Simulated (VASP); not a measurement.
Wanted: the native input for a VASP 6.6.1 run.

- Task: relaxation of cell and atoms
- Functional: LDA
- Potentials or basis: VASP PAW LDA potentials, release 64 (Ti_sv, Te)
- Cutoff: 600 eV
- k mesh: 12 × 12 × 12
- Occupations: fermi-dirac, width 0.05 eV
- Spin: no spin polarisation
- Dipole correction: no
- Further INCAR settings: ALGO = Normal; EDIFF = 1e-07; IBRION = 2; EDIFFG = -0.005; NSW = 60; ISIF = 3

The structure of TiTe (rocksalt type) lies in POSCAR:

```
TiTe
1.0
    0.0000000000      2.7833772678      2.7833772678
    2.7833772678      0.0000000000      2.7833772678
    2.7833772678      2.7833772678      0.0000000000
Ti Te
1 1
Direct
    0.0000000000      0.0000000000      0.0000000000
    0.5000000000      0.5000000000      0.5000000000
```

The input as run:

INCAR

```
SYSTEM = TiTe
PREC     = Accurate       ! precision mode
ENCUT    = 600            ! plane-wave cutoff, eV
EDIFF    = 1E-7           ! SCF threshold, eV
ISMEAR   = -1             ! smearing method
SIGMA    = 0.05           ! smearing width, eV
LREAL    = .FALSE.        ! projectors in reciprocal space
LASPH    = .TRUE.         ! aspherical terms in the spheres
NELM     = 80             ! most SCF steps
ALGO     = Normal         ! electronic algorithm
ISIF     = 3              ! what is computed and relaxed
LWAVE    = .FALSE.        ! write WAVECAR
LCHARG   = .FALSE.        ! write CHGCAR
IBRION   = 2              ! ionic algorithm
NSW      = 60             ! ionic steps
EDIFFG   = -0.005         ! ionic threshold
```

KPOINTS

```
Automatic mesh
0
G
  12 12 12
  0 0 0
```

Potentials or basis: VASP PAW LDA potentials, release 64 (Ti_sv, Te).

Command:

```console
$ cat potpaw_LDA.64/Ti_sv/POTCAR potpaw_LDA.64/Te/POTCAR > POTCAR
$ mpirun -np 1 vasp_std > vasp.out
```

Results of the run:

```json
{
 "Relaxed volume": "20.98 Å³/atom",
 "Relaxed cell": "a = 3.900 Å, b = 3.900 Å, c = 3.900 Å, α = 60.00°, β = 60.00°, γ = 60.00°",
 "Space group after relaxing (to 0.1 Å)": "Fm-3m (No. 225)",
 "Energy gained by relaxing": "4.6 meV/atom",
 "Ionic steps": "3",
 "Pressure after relaxing": "0.0 GPa"
}
```

Caveat: the highest band is partly filled, so the run has too few bands.

Run time: 70 s on 1 thread of Intel(R) Xeon(R) Platinum 8375C CPU @ 2.90GHz (Ice Lake), with other jobs on the host, peak memory 0.2 GiB.
